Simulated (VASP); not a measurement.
A run of VASP 6.6.1 is set up as follows.

File INCAR:

```
PREC = Accurate
ENCUT = 520
EDIFF = 1E-6
ISMEAR = 0
SIGMA = 0.15
LREAL = F
LASPH = T
NELM = 60
ALGO = Normal
ISIF = 2
LWAVE = F
LCHARG = F
NBANDS = 28
```

File KPOINTS:

```
Automatic mesh
0
Gamma
  10 10 8
```

POSCAR

```
SnO
1.0
    3.9427000000      0.0000000000      0.0000000000
    0.0000000000      3.9427000000      0.0000000000
    0.0000000000      0.0000000000      4.8415000000
Sn O
2 2
Direct
    0.0000000000      0.5000000000      0.2457459271
    0.5000000000      0.0000000000      0.7542540729
    0.0000000000      0.0000000000      0.0000000000
    0.5000000000      0.5000000000      0.0000000000
```

Potentials or basis: VASP PAW LDA potentials, release 64 (Sn_d, O).

Run with:

```bash
$ cat potpaw_LDA.64/Sn_d/POTCAR potpaw_LDA.64/O/POTCAR > POTCAR
$ mpirun -np 1 vasp_std > vasp.out
```

Q: Estimate the band gap on the k mesh.

A: 0.26 eV, indirect (least direct gap 1.89 eV).

Q: Estimate the largest force.

A: 1.406 eV/Å.

Stress tensor (GPa, compression positive):
```
-11.18   0.00   0.00
  0.00 -11.18   0.00
  0.00   0.00  -8.56
```

Caveat: spin-orbit coupling is left out, which moves the levels of the heavy elements; forces of over 1 eV/Å act on the atoms, so gaps and moduli don't describe the material at rest. A k mesh can miss the band edges.
